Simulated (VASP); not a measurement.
Here is a VASP 6.6.1 calculation.

File POSCAR:

```
Au
1.0
    0.0000000000      2.0399988786      2.0399988786
    2.0399988786      0.0000000000      2.0399988786
    2.0399988786      2.0399988786      0.0000000000
Au
1
Direct
    0.0000000000      0.0000000000      0.0000000000
```

Contents of INCAR.step1:

```
SYSTEM = Au
ALGO = Normal
EDIFF = 1E-4
ENCUT = 520
GGA = PE
GGA_COMPAT = .False.
ISMEAR = 0
LASPH = .True.
LCHARG = .False.
LMAXMIX = 4
LNONCOLLINEAR = .True.
LREAL = .False.
LSORBIT = .True.
LWAVE = .True.
MAGMOM = 0 0 0
NBANDS = 22
NELM = 150
PREC = Accurate
SIGMA = 0.05
```

INCAR.step2

```
SYSTEM = Au
ALGO = Normal
EDIFF = 1E-6
ENCUT = 520
GGA_COMPAT = .False.
ISIF = 2
ISMEAR = 0
ISTART = 1
LASPH = .True.
LCHARG = .True.
LMAXMIX = 4
LMIXTAU = .True.
LNONCOLLINEAR = .True.
LORBIT = 11
LORBMOM = .True.
LREAL = .False.
LSORBIT = .True.
LVHAR = .True.
LWAVE = .False.
MAGMOM = 0 0 0
METAGGA = R2SCAN
NBANDS = 22
NELM = 150
PREC = Accurate
SIGMA = 0.05
```

The input KPOINTS:

```
k-points
0
Gamma
  10 10 10
  0 0 0
```

Potentials or basis: VASP PAW PBE potentials, release 64 (Au).

The run is started by

```sh
$ cat potpaw_PBE.64/Au/POTCAR > POTCAR
$ cp INCAR.step1 INCAR
$ mpirun -np 1 vasp_ncl > vasp.out
$ cp INCAR.step2 INCAR
$ mpirun -np 1 vasp_ncl > vasp.out
```

Q: Predict the pressure.

A: 5.2 GPa.

Q: What does it give for the net moment?

A: 0.00 μB per cell.

Moments on the atoms (μB; x, y, z):
```
Au  0.00 0.00 0.00
```

Caveat: the cell stands under pressure; the PAW data sets were made with another functional, which shifts forces and pressure a little.
